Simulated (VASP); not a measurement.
## Cu: single point with PBEsol

The system is Cu.

```
Cu
1.0
     2.69196    0.00000    0.00000
    -1.34598    2.33131    0.00000
     0.00000    0.00000    3.89688
Cu
2
Direct
  0.33333 0.66667 0.25000
  0.66667 0.33333 0.75000
```

This isn't the form of Cu at room conditions, which is fcc.

```yaml
Program: VASP 6.6.1
Task: single point
Functional: PBEsol
Potentials_or_basis: VASP PAW PBE potentials, release 64 (Cu)
Cutoff: 520 eV
k_mesh: 24 × 24 × 12
Occupations: gaussian, width 0.15 eV
Spin: no spin polarisation
```

- Pressure: -7.8 GPa
- Band gap on the k mesh: zero (bands 11 and 12 overlap by 5.24 eV)

Stress tensor (GPa, compression positive):
```
-12.75   0.00   0.00
  0.00 -12.75   0.00
  0.00   0.00   2.14
```

Levels at points of the mesh, in eV from the Fermi level:
```csv
k point,band 9,band 10,band 11,band 12,band 13,band 14
"(0.00, 0.00, 0.00)",-2.52,-1.65,-1.65,0.29,5.34,18.68
"(0.50, 0.00, 0.00)",-1.60,-1.39,-0.27,1.01,8.20,9.04
"(0.00, 0.00, 0.50)",-1.83,-1.83,-1.83,-1.83,15.38,15.38
"(0.50, 0.00, 0.50)",-1.66,-1.66,0.40,0.40,4.42,4.42
```

Wall time 98 s on 1 thread of AMD EPYC 9R45 (Zen 5), with other jobs on the host, peak memory 0.22 GiB.

Caveat: the stress differs along the axes, from -13 to 2 GPa; the PAW data sets were made with another functional, which shifts forces and pressure a little.
